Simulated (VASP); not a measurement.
TiGe, 2 atoms in the cell. Symmetry: R-3m, No. 166, trigonal system. The conventional cell has a = 2.962 Å, b = 2.962 Å, c = 12.985 Å, α = 90.00°, β = 90.00°, γ = 120.00°. Ti (site symmetry -3m) has 6 Ge at 2.76 Å and 6 Ti at 2.96 Å within 3.6 Å. Within 3.6 Å of Ge (site symmetry -3m) lie 6 Ti at 2.76 Å and 6 Ge at 2.96 Å. 

```yaml
Program: VASP 6.6.1
Task: single point
Functional: PBE
Potentials_or_basis: VASP PAW PBE potentials, release 64 (Ti_sv, Ge_d)
Cutoff: 520 eV
k_mesh: 12 × 12 × 12
Occupations: gaussian, width 0.1 eV
Spin: no spin polarisation
Dipole_correction: no
Further_INCAR_settings: ALGO = Normal; EDIFF = 1e-06; NBANDS = 20
```

Potentials or basis: VASP PAW PBE potentials, release 64 (Ti_sv, Ge_d).

Launch:

```bash
$ cat potpaw_PBE.64/Ti_sv/POTCAR potpaw_PBE.64/Ge_d/POTCAR > POTCAR
$ mpirun -np 1 vasp_std > vasp.out
```

Hardware: 1 thread of AMD EPYC 7R43 64-Core Processor (Zen 3) (shared host).

Q: How long does it take, and how much memory?

A: It took 7.5 min on 1 thread of AMD EPYC 7R43 64-Core Processor (Zen 3) (shared host), peak memory 0.26 GiB. Counts: scf iterations 13, k points 189.
